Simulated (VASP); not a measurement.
A run of VASP 6.6.1 is set up as follows.

Contents of INCAR:

```
SYSTEM = H4NF
  ALGO = Normal
  EDIFF = 1E-6
  ENCUT = 520
  GGA = PS
  ISIF = 2
  ISMEAR = -1
  LASPH = .True.
  LCHARG = .True.
  LELF = .True.
  LREAL = .False.
  LVHAR = .True.
  LWAVE = .False.
  NBANDS = 17
  NELM = 60
  PREC = Accurate
  SIGMA = 0.03
```

The input KPOINTS:

```
k-points
0
Gamma
  6 6 6
  0 0 0
```

POSCAR

```
H4NF
1.0
   -1.7731147288      1.7731147288      2.2385874569
    1.7731147288     -1.7731147288      2.2385874569
    1.7731147288      1.7731147288     -2.2385874569
H N F
4 1 1
Direct
    0.9999998380      0.4999998380      0.9999996759
    0.5000001620      0.0000001620      0.0000003241
    0.0000001620      0.9999998380      0.5000000000
    0.4999998380      0.5000001620      0.5000000000
    0.0000000000      0.0000000000      0.0000000000
    0.5000000000      0.5000000000      0.0000000000
```

Potentials or basis: VASP PAW PBE potentials, release 64 (H, N, F).

Command:

```console
$ cat potpaw_PBE.64/H/POTCAR potpaw_PBE.64/N/POTCAR potpaw_PBE.64/F/POTCAR > POTCAR
$ mpirun -np 1 vasp_std > vasp.out
```

Q: What does it give for the pressure?

A: -0.5 GPa.

Q: Estimate the band gap on the k mesh.

A: Zero (band 8 reaches 3.11 eV, above the bottom of band 9 at 2.58 eV).

Caveat: the k points lie up to 0.42 Å⁻¹ apart; the PAW data sets were made with another functional, which shifts forces and pressure a little.
